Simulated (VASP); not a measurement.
A run of VASP 6.6.1:

Contents of POSCAR:

```
ZrS2
1.0
    3.6743990850      0.0000000000      0.0000000000
   -1.8371995425      3.1821229513      0.0000000000
    0.0000000000      0.0000000000      5.8568562742
Zr S
1 2
Direct
    0.0000000000      0.0000000000      0.0000000000
    0.3333333333      0.6666666667      0.2462324599
    0.6666666667      0.3333333333      0.7537675401
```

INCAR.step1

```
PREC = Accurate
ENCUT = 550
ISMEAR = 0
SIGMA = 0.01
LREAL = F
LASPH = T
NELM = 120
NBANDS = 19
GGA = PE
ALGO = Normal
EDIFF = 1E-5
LWAVE = T
LCHARG = F
GGA_COMPAT = F
```

File INCAR.step2:

```
PREC = Accurate
ENCUT = 550
EDIFF = 1E-6
ISMEAR = 0
SIGMA = 0.01
LREAL = F
LASPH = T
NELM = 120
ALGO = Normal
ISIF = 2
LWAVE = F
LCHARG = F
METAGGA = R2SCAN
LMIXTAU = T
NBANDS = 19
ISTART = 1
GGA_COMPAT = F
```

The input KPOINTS:

```
regular mesh
0
Gamma
  12 12 4
```

Potentials or basis: VASP PAW PBE potentials, release 64 (Zr_sv, S).

Run with:

```bash
$ cat potpaw_PBE.64/Zr_sv/POTCAR potpaw_PBE.64/S/POTCAR > POTCAR
$ cp INCAR.step1 INCAR
$ mpirun -np 1 vasp_std > vasp.out
$ cp INCAR.step2 INCAR
$ mpirun -np 1 vasp_std > vasp.out
```

Hardware: 1 thread of Intel(R) Xeon(R) 6975P-C (Granite Rapids), on a shared host.

Q: Estimate the wall time of this run.

A: Wall time 2.6 min on 1 thread of Intel(R) Xeon(R) 6975P-C (Granite Rapids) (shared host), peak memory 0.25 GiB. Counts: k points 69.
